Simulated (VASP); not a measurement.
# CoSi2 (Fm-3m) in VASP: notebook, part 2 of 2

VASP 6.6.1. Earlier steps stand in the parts before.

## Step 3: Single point, PBEsol, collinear spin, ferromagnetic start

This run uses another cell than the first one, of 13.83 Å³/atom, 1.025 times its volume.

INCAR

```
ALGO = Normal ; EDIFF = 1E-7
ENCUT = 520 ; GGA = PS
ISIF = 2 ; ISMEAR = -1
ISPIN = 2 ; LASPH = True
LCHARG = True ; LELF = True
LMAXMIX = 4 ; LORBIT = 11
LREAL = False ; LVHAR = True
LWAVE = False ; MAGMOM = 2.5 0 0
NBANDS = 20 ; NELM = 150
PREC = Accurate ; SIGMA = 0.1
```

KPOINTS

```
k-points
0
Gamma
  9 9 9
```

POSCAR

```
CoSi2
1.0
    0.0000000000      2.7475893511      2.7475893511
    2.7475893511      0.0000000000      2.7475893511
    2.7475893511      2.7475893511      0.0000000000
Co Si
1 2
Direct
    0.0000000000      0.0000000000      0.0000000000
    0.2500000000      0.2500000000      0.2500000000
    0.7500000000      0.7500000000      0.7500000000
```

Potentials or basis: VASP PAW PBE potentials, release 64 (Co, Si).

Started as:

```console
$ cat potpaw_PBE.64/Co/POTCAR potpaw_PBE.64/Si/POTCAR > POTCAR
$ mpirun -np 1 vasp_std > vasp.out
```

OUTCAR:

```text
EDIFF = 1E-7
   ENCUT = 520
   GGA = PS
   ISIF = 2
   ISMEAR = -1
   ISPIN = 2
   LASPH = True
   LORBIT = 11
   LREAL = False
   NELM = 150
   PREC = Accurate

 ion  position               nearest neighbor table
   1  0.000  0.000  0.000-   3 2.38   3 2.38   3 2.38   2 2.38   2 2.38   2 2.38   3 2.38   2 2.38

   2  0.250  0.250  0.250-   1 2.38   1 2.38   1 2.38   1 2.38   3 2.75   3 2.75   3 2.75   3 2.75
                             3 2.75   3 2.75
   3  0.750  0.750  0.750-   1 2.38   1 2.38   1 2.38   1 2.38   2 2.75   2 2.75   2 2.75   2 2.75
                             2 2.75   2 2.75

  LATTYP: Found a face centered cubic cell.
 ALAT       =     5.4951787022

  Lattice vectors:

 A1 = (   0.0000000000,   2.7475893511,   2.7475893511)
 A2 = (   2.7475893511,   0.0000000000,   2.7475893511)
 A3 = (   2.7475893511,   2.7475893511,   0.0000000000)

Analysis of symmetry for initial positions (statically):
=====================================================================
 Subroutine PRICEL returns:
 Original cell was already a primitive cell.

 Routine SETGRP: Setting up the symmetry group for a
 face centered cubic supercell.

 Subroutine GETGRP returns: Found 48 space group operations
 (whereof 48 operations were pure point group operations)
 out of a pool of 48 trial point group operations.

The static configuration has the point symmetry O_h .

Analysis of symmetry for dynamics (positions and initial velocities):
=====================================================================
 Subroutine PRICEL returns:
 Original cell was already a primitive cell.

 Routine SETGRP: Setting up the symmetry group for a
 face centered cubic supercell.

 Subroutine GETGRP returns: Found 48 space group operations
 (whereof 48 operations were pure point group operations)
 out of a pool of 48 trial point group operations.

The dynamic configuration has the point symmetry O_h .

Analysis of structural, dynamic, and magnetic symmetry:
=====================================================================
 Subroutine PRICEL returns:
 Original cell was already a primitive cell.

 Routine SETGRP: Setting up the symmetry group for a
 face centered cubic supercell.

 Subroutine GETGRP returns: Found 48 space group operations
 (whereof 48 operations were pure point group operations)
 out of a pool of 48 trial point group operations.

The overall configuration has the point symmetry O_h .

 Subroutine INISYM returns: Found 48 space group operations
 (whereof 48 operations are pure point group operations),
 and found     1 'primitive' translations

----------------------------------------------------------------------------------------

                                     Primitive cell

  volume of cell :      41.4845

  direct lattice vectors                    reciprocal lattice vectors
     0.000000000  2.747589351  2.747589351    -0.181977703  0.181977703  0.181977703
     2.747589351  0.000000000  2.747589351     0.181977703 -0.181977703  0.181977703
     2.747589351  2.747589351  0.000000000     0.181977703  0.181977703 -0.181977703

  length of vectors
     3.885678124  3.885678124  3.885678124     0.315194628  0.315194628  0.315194628

  position of ions in fractional coordinates (direct lattice)
     0.000000000  0.000000000  0.000000000
     0.250000000  0.250000000  0.250000000
     0.750000000  0.750000000  0.750000000
[... 71 lines left out ...]
   ICHARG =      2    charge: 1-file 2-atom 10-const
   ISPIN  =      2    spin polarized calculation?
   LNONCOLLINEAR =      F non collinear calculations
   LSORBIT =      F    spin-orbit coupling
   LASPH  =      T    aspherical Exc in radial PAW
   ENCUT  =  520.0 eV  38.22 Ry    6.18 a.u.   7.22  7.22  7.22*2*pi/ulx,y,z
   NELM   =    150;   NELMIN=  2; NELMDL= -5     # of ELM steps
   EDIFF  = 0.1E-06   stopping-criterion for ELM
   LREAL  =      F    real-space projection
   EDIFFG = 0.1E-05   stopping-criterion for IOM
   NSW    =      0    number of steps for IOM
   IBRION =     -1    ionic relax: 0-MD 1-quasi-New 2-CG
   NFREE  =      0    steps in history (QN), initial steepest desc. (CG)
   ISIF   =      2    stress and relaxation
   ISYM   =      2    0-nonsym 1-usesym 2-fastsym
   POTIM  = 0.5000    time-step for ionic-motion
   TEBEG  =    0.0;   TEEND  =   0.0 temperature during run
   PSTRESS=    0.0 pullay stress
   NELECT =      17.0000    total number of electrons
   NUPDOWN=      -1.0000    fix difference up-down
   EMIN   =  10.00;   EMAX   =-10.00  energy-range for DOS
   EFERMI =   0.00;   METHOD = LEGACY
   ISMEAR =    -1;   SIGMA  =   0.10  broadening in eV -4-tet -1-fermi 0-gaus
   EFERMI_NEDOS =   21; number of points for ismear=-14 and -15
   IALGO  =     38    algorithm
   IMIX   =      4    mixing-type and parameters
     AMIX     =   0.40;   BMIX     =  1.00
     AMIX_MAG =   1.60;   BMIX_MAG =  1.00
  volume/ion in A,a.u.               =      13.83        93.32
  Fermi-wavevector in a.u.,A,eV,Ry     =   1.215988  2.297884 20.117942  1.478627
  Thomas-Fermi vector in A             =   2.351357
   LORBIT       =     11    0 simple, 1 ext, 2 COOP (PROOUT), +10 PAW based schemes
   GGA     = PS    functional components
   LHFCALC =     F    Hartree Fock is set to
   AEXX    =    0.0000 exact exchange contribution
   IVDW    =     0    specifies the selected vdW correction
   LEPSILON=     F    determine dielectric tensor
   LRPA    =     F    only Hartree local field effects (RPA)
 spin polarized calculation
  energy-cutoff  :      520.00
  volume of cell :       41.48
 maximum number of plane-waves:      1139
 NGX is ok and might be reduce to    30
   NGX = 15   NGY = 15   NGZ = 15

 number of electron      16.9999994 magnetization       0.0058512

 number of electron      16.9999994 magnetization      -0.0002907

 Free energy of the ion-electron system (eV)
  ---------------------------------------------------
  ext. energy  EPLUGINS =         0.00000000
  ---------------------------------------------------
  free energy    TOTEN  =       -20.78654458 eV

  energy without entropy =      -20.74512541  energy(sigma->0) =      -20.76583499

 E-fermi :   8.9948     XC(G=0): -11.5076

 val. band max:        8.9232119593   @ k =  -0.2222   0.1111   0.0000
 cond. band min:       9.0077905067   @ k =   0.3333   0.1111   0.0000
 fundamental gap:      0.0845785475
 Fermi energy:         8.9947561512

 spin component 1

 k-point     1 :       0.0000    0.0000    0.0000
  band No.  band energies     occupation
      1      -3.5428      1.00000
      2       5.2451      1.00000
      3       5.2451      1.00000
      4       5.2451      1.00000
      5       7.3282      1.00000
      6       7.3282      1.00000
[... 541 lines left out ...]
     19      23.4662      0.00000
     20      23.4662      0.00000

 [... further k-points ...]

 spin component 2

 k-point     1 :       0.0000    0.0000    0.0000
  band No.  band energies     occupation
      1      -3.5427      1.00000
      2       5.2452      1.00000
      3       5.2452      1.00000
      4       5.2452      1.00000
      5       7.3279      1.00000
      6       7.3279      1.00000
[... 541 lines left out ...]
     19      23.4662      0.00000
     20      23.4662      0.00000

 [... further k-points ...]
[... 5 lines left out ...]
  --------------------------------------------------------------------------------------
  -------------------------------------------------------------------------------------
  Total       -3.9845824     -3.9845824     -3.9845824      0.0000000      0.0000000     -0.0000000
  in kB     -153.8891215   -153.8891215   -153.8891215      0.0000000      0.0000000     -0.0000000
  external PRESSURE =    -153.8891215 kB  Pullay stress =       0.0000000 kB

 VOLUME and BASIS-vectors are now :
 -----------------------------------------------------------------------------
  energy-cutoff  :      520.00
  volume of cell :       41.48
      direct lattice vectors                 reciprocal lattice vectors
     0.000000000  2.747589351  2.747589351    -0.181977703  0.181977703  0.181977703
     2.747589351  0.000000000  2.747589351     0.181977703 -0.181977703  0.181977703
     2.747589351  2.747589351  0.000000000     0.181977703  0.181977703 -0.181977703

 POSITION                                       TOTAL-FORCE (eV/Angst)
 -----------------------------------------------------------------------------------
      0.00000      0.00000      0.00000         0.000000     -0.000000      0.000000
      1.37379      1.37379      1.37379         0.000000      0.000000     -0.000000
      4.12138      4.12138      4.12138        -0.000000     -0.000000     -0.000000
 -----------------------------------------------------------------------------------
    total drift:                                0.000000     -0.000000     -0.000000

  FREE ENERGIE OF THE ION-ELECTRON SYSTEM (eV)
  ---------------------------------------------------
  free  energy   TOTEN  =       -20.7865445804 eV

  energy  without entropy=      -20.7451254056  energy(sigma->0) =      -20.76583499

 total charge

# of ion       s       p       d       tot
------------------------------------------
    1        0.504   0.634   7.528   8.666
    2        0.722   0.821   0.000   1.544
    3        0.722   0.821   0.000   1.544
--------------------------------------------------
tot          1.948   2.277   7.528  11.753

 magnetization (x)

# of ion       s       p       d       tot
------------------------------------------
    1       -0.000  -0.000  -0.000  -0.000
    2        0.000   0.000   0.000   0.000
    3        0.000   0.000   0.000   0.000
--------------------------------------------------
tot          0.000   0.000  -0.000  -0.000
```

OSZICAR:

```text
N       E                     dE             d eps       ncg     rms          rms(c)
DAV:   1     0.646146437030E+02    0.64615E+02   -0.65602E+03  2800   0.797E+02
DAV:   2    -0.174742227911E+02   -0.82089E+02   -0.72157E+02  2968   0.181E+02
DAV:   3    -0.218987194899E+02   -0.44245E+01   -0.42789E+01  3388   0.445E+01
DAV:   4    -0.219751846191E+02   -0.76465E-01   -0.76295E-01  3236   0.533E+00
DAV:   5    -0.219774387946E+02   -0.22542E-02   -0.22539E-02  3556   0.978E-01    0.170E+01
DAV:   6    -0.289355797793E+02   -0.69581E+01   -0.24361E+01  3132   0.970E+01    0.239E+01
DAV:   7    -0.208390063879E+02    0.80966E+01   -0.11928E+01  3492   0.732E+01    0.353E+00
DAV:   8    -0.208277231804E+02    0.11283E-01   -0.90879E-01  3700   0.777E+00    0.219E+00
DAV:   9    -0.207868344080E+02    0.40889E-01   -0.12314E-01  3316   0.455E+00    0.800E-01
DAV:  10    -0.207868432406E+02   -0.88326E-05   -0.49230E-03  3756   0.724E-01    0.340E-01
DAV:  11    -0.207865226508E+02    0.32059E-03   -0.56283E-04  3728   0.273E-01    0.156E-01
DAV:  12    -0.207865601213E+02   -0.37471E-04   -0.16433E-04  3456   0.128E-01    0.737E-02
DAV:  13    -0.207865444489E+02    0.15672E-04   -0.16165E-05  3588   0.457E-02    0.204E-02
DAV:  14    -0.207865445084E+02   -0.59502E-07   -0.19236E-06  3416   0.157E-02    0.616E-03
DAV:  15    -0.207865445804E+02   -0.72033E-07   -0.76904E-07  3212   0.918E-03
   1 F= -.20786545E+02 E0= -.20765835E+02  d E =-.414192E-01  mag=    -0.0000
```

Wall time 59 s (1 thread of AMD EPYC 9R45 (Zen 5), shared host); peak memory 0.18 GiB.

What came out:

| Item | Value |
| --- | --- |
| Free energy | -20.7865 eV |
| Pressure | -15.4 GPa |
| Net moment | 0.00 μB per cell |
| Valence electrons inside the program's atomic spheres | Co 8.67; Si 1.54 |

Caveat: the starting moments collapsed, and a magnetic state may lie lower; the PAW data sets were made with another functional, which shifts forces and pressure a little.
